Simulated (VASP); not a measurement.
Pd:

```
Pd
1.0
     2.78367    0.00000    0.00000
    -1.39183    2.41072    0.00000
     0.00000    0.00000    4.62889
Pd
2
Direct
  0.33333 0.66667 0.25000
  0.66667 0.33333 0.75000
```

* Program: VASP 6.6.1
* Task: relaxation of cell and atoms
* Functional: PBE
* Dispersion: D3(BJ)
* Potentials or basis: VASP PAW PBE potentials, release 64 (Pd)
* Cutoff: 600 eV
* k mesh: 11 × 11 × 6
* Occupations: fermi-dirac, width 0.05 eV
* Spin: no spin polarisation

At the start: pressure -8.5 GPa; volume 15.53 Å³/atom.

Problem. Where does the relaxation end?

Solution. Over 6 steps the energy falls by 21.7 meV/atom and the volume is 14.76 Å³/atom (-4.9 %); space group P6_3/mmc (No. 194, to 0.05 Å).

The path:
```
step  energy change (eV)  largest force (eV/Å)  pressure (GPa)  volume (Å³)
   1              0.0000                0.0000           -8.46        31.06
   2              0.0505                0.0000           16.30        27.52
   3             -0.0433                0.0000           -0.15        29.54
   4             -0.0434                0.0000            0.07        29.51
   5             -0.0434                0.0000           -0.11        29.53
   6             -0.0434                0.0000           -0.06        29.53
```

Final structure:
```
Pd
1.0
     2.73599    0.00000    0.00000
    -1.36799    2.36943    0.00000
     0.00000    0.00000    4.55477
Pd
2
Cartesian
  0.0000 1.5796 1.1387
  1.3680 0.7898 3.4161
```

Caveat: pairwise dispersion overbinds metals, which lowers pressure and volume.
